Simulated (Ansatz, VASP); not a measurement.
Given: the input of a run of Ansatz 0.2.0 on Pb.

The input input.yaml:

```yaml
crystal:
  lattice:
    - [0.0, 2.5075897876, 2.5075897876]
    - [2.5075897876, 0.0, 2.5075897876]
    - [2.5075897876, 2.5075897876, 0.0]
  atoms:
    - { symbol: Pb, position: [0.0, 0.0, 0.0] }
kpoints:
  mp_grid: { grid: [7, 7, 7] }
scf:
  occupations: { method: methfessel_paxton, width: 0.01 }
hamiltonian:
  xc: rpbe
  dispersion: d3bj
  pseudopotentials: { kind: all_electron, lapw: { basis_error: 0.0005 } }
magnetization:
  noncollinear: true
  spin_orbit: true
output:
  forces: true
  stress: true
  eigenvalues: true
```

Potentials or basis: all-electron LAPW, relativistic spinors.

Command:

```bash
$ ansatz run input.yaml --threads 1 --pin off --max-ram 2560MiB --backend cpu --events-out ev --progress --plain --runs-dir out
```

**Question.** Translate it to VASP 6.6.1. Potentials there: VASP PAW PBE potentials, release 64 (Pb_d).

**Answer.** As run (the cutoff follows the program's own potentials):

Contents of INCAR:

```
PREC = Accurate ; ENCUT = 520
EDIFF = 1E-6 ; ISMEAR = 1
SIGMA = 0.01 ; LREAL = F
LASPH = T ; NELM = 150
ALGO = Fast ; ISIF = 2
LWAVE = F ; LCHARG = F
MAGMOM = 0 0 0 ; LORBIT = 11
LSORBIT = T ; GGA_COMPAT = F
LORBMOM = T ; GGA = RP
IVDW = 12 ; NBANDS = 25
```

File KPOINTS:

```
Automatic mesh
0
Gamma
  7 7 7
```

Contents of POSCAR:

```
Pb
1.0
    0.0000000000      2.5075897876      2.5075897876
    2.5075897876      0.0000000000      2.5075897876
    2.5075897876      2.5075897876      0.0000000000
Pb
1
Direct
    0.0000000000      0.0000000000      0.0000000000
```

Potentials or basis: VASP PAW PBE potentials, release 64 (Pb_d).

Command:

```console
$ cat potpaw_PBE.64/Pb_d/POTCAR > POTCAR
$ mpirun -np 1 vasp_ncl > vasp.out
```

Both were run:

|  | VASP | Ansatz | Ansatz less VASP |
| --- | --- | --- | --- |
| pressure (GPa) | -16.7 | -16.8 | -0.03 |
| net moment per atom (μB) | 0.00 | 0.00 | 0.000 |

VASP's potentials were made for PBE, not for RPBE. Ansatz ran all-electron here, and VASP with PAW potentials.

Noted on Ansatz's run: the k mesh is thin for a metal, which can move the energy by tens of meV per atom.
